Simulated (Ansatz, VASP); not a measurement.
## K3TaO3 in VASP and in Ansatz

Contents of INCAR:

```
SYSTEM = K3TaO3
PREC = Accurate ; ENCUT = 520
EDIFF = 1E-6 ; ISMEAR = 0
SIGMA = 0.1 ; LREAL = .False.
LASPH = .True. ; NELM = 150
ALGO = Normal ; ISIF = 2
LWAVE = .False. ; LCHARG = .False.
ISPIN = 2 ; MAGMOM = 0 0 0 1 0 0 0
LORBIT = 11 ; LMAXMIX = 4
GGA = PE ; NBANDS = 41
```

The input KPOINTS:

```
Automatic mesh
0
Gamma
  4 4 2
  0 0 0
```

Contents of POSCAR:

```
K3TaO3
1.0
    3.9631679382      0.0000000000      0.0000000000
    0.0000000000      3.9631679382      0.0000000000
    0.0000000000      0.0000000000     11.5150185882
K Ta O
3 1 3
Direct
    0.0000000000      0.0000000000      0.5217998754
    0.5000000000      0.5000000000      0.2158375632
    0.5000000000      0.5000000000      0.8212310848
    0.0000000000      0.0000000000      0.0248017731
    0.0000000000      0.0000000000      0.1826432083
    0.0000000000      0.5000000000      0.9918432476
    0.5000000000      0.0000000000      0.9918432476
```

Input for Ansatz:

```yaml
crystal:
  lattice:
    - [3.9631679382, 0.0, 0.0]
    - [0.0, 3.9631679382, 0.0]
    - [0.0, 0.0, 11.5150185882]
  atoms:
    - { symbol: K, position: [0.0, 0.0, 0.5217998754] }
    - { symbol: K, position: [0.5, 0.5, 0.2158375632] }
    - { symbol: K, position: [0.5, 0.5, 0.8212310848] }
    - { symbol: Ta, position: [0.0, 0.0, 0.0248017731], spin: 1.0 }
    - { symbol: O, position: [0.0, 0.0, 0.1826432083] }
    - { symbol: O, position: [0.0, 0.5, 0.9918432476] }
    - { symbol: O, position: [0.5, 0.0, 0.9918432476] }
basis:
  ecutwfc: 420
kpoints:
  mp_grid: { grid: [4, 4, 2] }
hamiltonian:
  xc: pbe
scf:
  occupations: { method: gaussian, width: 0.1 }
  lower_state_search: "off"
output:
  forces: true
  stress: true
  eigenvalues: true
  populations: true
magnetization:
  spin_polarized: true
```

Alike in both runs: task single point; functional PBE; k mesh 4 × 4 × 2; occupations gaussian, width 0.1 eV; collinear spin.

|  | VASP | Ansatz |
| --- | --- | --- |
| version | VASP 6.6.1 | Ansatz 0.2.0 |
| potentials or method | VASP PAW PBE potentials, release 64 (K_sv, Ta_pv, O), cutoff 520 eV | scalar-relativistic, plane waves, PAW |
| valence electrons in the cell | 56 | 58 |

VASP gave:

| Item | Value |
| --- | --- |
| gap on the k mesh at the Fermi level (eV) | none |
| pressure (GPa) | 0.5 |
| traceless stress, the component that is largest in VASP (GPa) | 1.20 |
| rms of the force components (eV/Å) | 0.150 |
| net moment per atom (μB) | 0.09 |
| size of the moment on the site where the two differ most (μB) | 0.01 |

Question: Estimate Ansatz's values.

Answer: gap on the k mesh at the Fermi level (eV): none; pressure (GPa): 0.3; traceless stress, the component that is largest in VASP (GPa): 1.07; rms of the force components (eV/Å): 0.099; net moment per atom (μB): 0.09; size of the moment on the site where the two differ most (μB): 0.04.

Site moments also hang on the region over which each program counts them. Atom by atom the forces differ by 0.076 eV/Å (rms over components). A gap of «none» marks a metal or a gap that the smearing closes. With one functional, cell and mesh, what is left measures potentials, basis and numerics. VASP's potentials hold 56 valence electrons a cell and Ansatz's 58, so a difference there can come from the potentials and not from the codes.

The k mesh is coarse, so the values compare programs but aren't converged. Neither program's run includes spin-orbit coupling.
